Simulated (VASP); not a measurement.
A run of VASP 6.6.1:

INCAR

```
ALGO = Normal
EDIFF = 1E-6
ENCUT = 520
GGA = VW
ISIF = 2
ISMEAR = -1
LASPH = T
LCHARG = F
LREAL = F
LWAVE = F
NBANDS = 16
NELM = 80
PREC = Accurate
SIGMA = 0.05
```

The input KPOINTS:

```
k-points
0
Gamma
  7 7 7
```

The input POSCAR:

```
HgTe
1.0
    0.0000000000      3.2145000000      3.2145000000
    3.2145000000      0.0000000000      3.2145000000
    3.2145000000      3.2145000000      0.0000000000
Hg Te
1 1
Direct
    0.0000000000      0.0000000000      0.0000000000
    0.7500000000      0.7500000000      0.7500000000
```

Potentials or basis: VASP PAW PBE potentials, release 64 (Hg, Te).

Launch:

```sh
$ cat potpaw_PBE.64/Hg/POTCAR potpaw_PBE.64/Te/POTCAR > POTCAR
$ mpirun -np 1 vasp_std > vasp.out
```

Hardware: 1 thread of Intel Xeon 8259CL (shared host).

Problem. Estimate the wall time of this run.

Solution. Run time: 27 s on 1 thread of Intel Xeon 8259CL, on a shared host, peak memory 0.18 GiB. Counts: scf iterations 12, k points 20.
